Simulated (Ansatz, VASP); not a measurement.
## One calculation of SnO2, two programs

```xyz
3
Lattice="0.0000 2.5741 2.5741 2.5741 0.0000 2.5741 2.5741 2.5741 0.0000" Properties=species:S:1:pos:R:3 pbc="T T T"
Sn    0.0000    0.0000    0.0000
O     3.8612    3.8612    3.8612
O     1.2871    1.2871    1.2871
```

Alike in both runs: task single point; functional PBE; k mesh 9 × 9 × 9; occupations fermi-dirac, width 0.05 eV; no spin polarisation.

|  | VASP | Ansatz |
| --- | --- | --- |
| version | VASP 6.6.1 | Ansatz 0.2.0 |
| potentials or method | VASP PAW PBE potentials, release 64 (Sn_d, O), cutoff 520 eV | all-electron LAPW, scalar-relativistic |

|  | VASP | Ansatz | Ansatz less VASP |
| --- | --- | --- | --- |
| gap on the k mesh at the Fermi level (eV) | none | none | - |
| pressure (GPa) | 0.1 | -0.6 | -0.61 |

A gap of «none» marks a metal or a gap that the smearing closes. Ansatz ran all-electron here, and VASP with PAW potentials.
